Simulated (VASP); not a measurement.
The system is Au.

```
CELL_PARAMETERS angstrom
0.00000 2.05681 2.05681
2.05681 0.00000 2.05681
2.05681 2.05681 0.00000
ATOMIC_POSITIONS crystal
Au 0.00000 0.00000 0.00000
```

Program: VASP 6.6.1. Alike in all runs: task single point; no spin polarisation; cell as given; smearing fermi-dirac 0.06 eV.

Order these runs on this cell by their pressure, lowest first.
A. level r2SCAN; potentials or basis VASP PAW PBE potentials, release 64 (Au); k mesh 6 × 6 × 6; cutoff (eV) 550
B. level LDA; potentials or basis VASP PAW LDA potentials, release 64 (Au); k mesh 12 × 12 × 12; cutoff (eV) 520
C. level PBEsol; potentials or basis VASP PAW PBE potentials, release 64 (Au); k mesh 12 × 12 × 12; cutoff (eV) 520
D. level PBE; potentials or basis VASP PAW PBE potentials, release 64 (Au); k mesh 12 × 12 × 12; cutoff (eV) 520

B (-7.7 GPa), C (-3.9 GPa), A (2.6 GPa), D (4.7 GPa).

Caveats: some runs use coarse meshes; the PAW data sets were made with another functional, which shifts forces and pressure a little (some runs).
